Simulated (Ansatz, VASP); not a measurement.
Ag: VASP beside Ansatz

```
Ag
1.0
     2.92230    0.00000    0.00000
    -1.46115    2.53079    0.00000
     0.00000    0.00000    4.70166
Ag
2
Direct
  0.33333 0.66667 0.25000
  0.66667 0.33333 0.75000
```

Alike in both runs: task single point; functional PBE; k mesh 6 × 6 × 4; occupations gaussian, width 0.1 eV; no spin polarisation; Hubbard terms Ag d U = 3.1 eV, J = 0.55 eV.

|  | VASP | Ansatz |
| --- | --- | --- |
| version | VASP 6.6.1 | Ansatz 0.2.0 |
| potentials or method | VASP PAW PBE potentials, release 64 (Ag), cutoff 500 eV | scalar-relativistic, plane waves, PAW |
| valence electrons in the cell | 22 | 38 |

```csv
,VASP,Ansatz,Ansatz less VASP
gap on the k mesh at the Fermi level (eV),none,none,-
pressure (GPa),2.9,5.0,+2.04
"traceless stress, the component that is largest in VASP (GPa)",-1.27,-1.19,+0.083
```

The programs project onto different local orbitals, so the same U acts differently, and such runs can settle in different states. A gap of «none» marks a metal or a gap that the smearing closes. VASP's potentials hold 22 valence electrons a cell and Ansatz's 38, so a difference there can come from the potentials and not from the codes. Ansatz's warnings: filled band counts differ across k points.

The k mesh is coarse, so the values compare programs but aren't converged.
